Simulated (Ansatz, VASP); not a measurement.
**Two plane-wave programs on LiCl**

```
Li Cl
1.0
     0.00000    2.62888    2.50064
     2.62888    0.00000    2.50064
     2.62888    2.62888    0.00000
Li Cl
1 1
Cartesian
  0.0000 0.0000 0.0000
  2.6289 2.6289 2.5006
```

Change from the starting cell: strain +0.025 along x and y, -0.025 along z, atoms carried along.

Alike in both runs: task single point; functional r2SCAN; k mesh 8 × 8 × 8; occupations gaussian, width 0.05 eV; no spin polarisation.

|  | VASP | Ansatz |
| --- | --- | --- |
| version | VASP 6.6.1 | Ansatz 0.2.0 |
| potentials or method | VASP PAW PBE potentials, release 64 (Li_sv, Cl), cutoff 520 eV | scalar-relativistic, plane waves, PAW |
| valence electrons in the cell | 10 | 10 |

```tsv
	VASP	Ansatz	Ansatz less VASP
gap on the k mesh at the Fermi level (eV)	7.10	7.03	-0.064
least direct gap on the mesh (eV)	7.10	7.03	-0.064
```

VASP's potentials were made for PBE, not for r2SCAN.

Noted on VASP's run: the cutoff is short for stress, so the pressure is rough.
